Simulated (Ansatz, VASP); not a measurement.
As5S: VASP beside Ansatz

The input INCAR:

```
  PREC = Accurate
  ENCUT = 600
  EDIFF = 1E-6
  ISMEAR = 0
  SIGMA = 0.1
  LREAL = F
  LASPH = T
  NELM = 100
  ALGO = Normal
  ISIF = 3
  LWAVE = F
  LCHARG = F
  GGA = PE
  IBRION = 2
  NSW = 90
  EDIFFG = -0.04
```

File KPOINTS:

```
Automatic mesh
0
Gamma
  6 6 1
```

Contents of POSCAR:

```
As5S
1.0
    3.5934648200      0.0000000000      0.0000000000
   -1.7967324100      3.1120318200      0.0000000000
    0.0000000000      0.0000000000     17.0444010300
As S
5 1
Direct
    0.6666666700      0.3333333300      0.8533704300
    0.0000000000      0.0000000000      0.6760535800
    0.6666666700      0.3333333300      0.5000000000
    0.0000000000      0.0000000000      0.3239464200
    0.6666666700      0.3333333300      0.1466295700
    0.0000000000      0.0000000000      0.0000000000
```

Input for Ansatz:

```yaml
crystal:
  lattice:
    - [3.59346482, 0.0, 0.0]
    - [-1.79673241, 3.11203182, 0.0]
    - [0.0, 0.0, 17.04440103]
  atoms:
    - { symbol: As, position: [0.66666667, 0.33333333, 0.85337043] }
    - { symbol: As, position: [0.0, 0.0, 0.67605358] }
    - { symbol: As, position: [0.66666667, 0.33333333, 0.5] }
    - { symbol: As, position: [0.0, 0.0, 0.32394642] }
    - { symbol: As, position: [0.66666667, 0.33333333, 0.14662957] }
    - { symbol: S, position: [0.0, 0.0, 0.0] }
basis:
  ecutwfc: 420
kpoints:
  mp_grid: { grid: [6, 6, 1] }
hamiltonian:
  xc: pbe
scf:
  occupations: { method: gaussian, width: 0.1 }
  lower_state_search: "off"
output:
  forces: true
  stress: true
  eigenvalues: true
relax:
  adjacent_minimum: "off"
  f_tol: 0.04
  max_steps: 70
  cell: { stress_tol: 0.4 }
```

Change from the starting cell: species swapped into the Ca5Mg type (P-6m2, No. 187).

Alike in both runs: task relaxation of cell and atoms; functional PBE; k mesh 6 × 6 × 1; occupations gaussian, width 0.1 eV; no spin polarisation.

|  | VASP | Ansatz |
| --- | --- | --- |
| version | VASP 6.6.1 | Ansatz 0.2.0 |
| potentials or method | VASP PAW PBE potentials, release 64 (As, S), cutoff 600 eV | scalar-relativistic, plane waves, PAW |
| valence electrons in the cell | 31 | 81 |

|  | VASP | Ansatz | Ansatz less VASP |
| --- | --- | --- | --- |
| gap on the k mesh at the Fermi level, each at its own relaxed structure (eV) | none | none | - |
| relaxed volume (Å³/atom) | 20.88 | 21.41 | +0.527 |
| relaxed cell length with the largest relative difference (Å) | 3.050 | 3.105 | +0.0546 |

A gap of «none» marks a metal or a gap that the smearing closes. VASP's potentials hold 31 valence electrons a cell and Ansatz's 81, so a difference there can come from the potentials and not from the codes.

The k mesh is coarse, so the values compare programs but aren't converged. Noted on VASP's run: the volume moved by over 15 % at a fixed basis, so the end points are rough; too few bands were computed for a metal, which touches its energy and stress.
